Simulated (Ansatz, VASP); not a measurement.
**One calculation of MoS2, two programs**

```
Mo S
1.0
     1.59229    0.91931    6.49159
    -1.59229    0.91931    6.49159
     0.00000   -1.83862    6.49159
Mo S
1 2
Direct
  0.00067 0.00067 0.00067
  0.41372 0.41372 0.41372
  0.25430 0.25430 0.25430
```

Alike in both runs: functional r2SCAN; k mesh 12 × 12 × 12; occupations gaussian, width 0.02 eV; no spin polarisation.

Ansatz relaxed the structure, and its values are those at the end. VASP's run is a single point on that final structure, the one shown.

|  | VASP | Ansatz |
| --- | --- | --- |
| version | VASP 6.6.1 | Ansatz 0.2.0 |
| potentials or method | VASP PAW PBE potentials, release 64 (Mo_sv, S), cutoff 520 eV | scalar-relativistic, plane waves, PAW |
| valence electrons in the cell | 26 | 26 |

|  | VASP | Ansatz | Ansatz less VASP |
| --- | --- | --- | --- |
| gap on the k mesh at the Fermi level (eV) | 1.17 | 1.15 | -0.018 |
| least direct gap on the mesh (eV) | 1.77 | 1.76 | -0.008 |
| pressure (GPa) | 0.1 | 0.0 | -0.04 |

VASP's potentials were made for PBE, not for r2SCAN. With one functional, cell and mesh, what is left measures potentials, basis and numerics.
